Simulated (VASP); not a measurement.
A run of VASP 6.6.1:

File INCAR:

```
PREC = Accurate
ENCUT = 520
EDIFF = 1E-7
ISMEAR = -1
SIGMA = 0.05
LREAL = False
LASPH = True
NELM = 80
ALGO = Normal
ISIF = 2
LWAVE = False
LCHARG = True
GGA = PE
LELF = True
LVHAR = True
NBANDS = 15
```

The input KPOINTS:

```
Automatic mesh
0
Gamma
  8 8 8
```

File POSCAR:

```
KF
1.0
    3.2589550000      0.0000000000      0.0000000000
    0.0000000000      3.2589550000      0.0000000000
    0.0000000000      0.0000000000      3.2589550000
K F
1 1
Direct
    0.0000000000      0.0000000000      0.0000000000
    0.5000000000      0.5000000000      0.5000000000
```

Potentials or basis: VASP PAW PBE potentials, release 64 (K_sv, F).

The run is started by

```bash
$ cat potpaw_PBE.64/K_sv/POTCAR potpaw_PBE.64/F/POTCAR > POTCAR
$ mpirun -np 1 vasp_std > vasp.out
```

Hardware: 1 thread of AMD EPYC 7R13 Processor (Zen 3), on a shared host.

Question: How long does it take, and how much memory?

Answer: Wall time 11 s on 1 thread of AMD EPYC 7R13 Processor (Zen 3) (shared host), peak memory 0.12 GiB. Counts: scf iterations 13, k points 35.
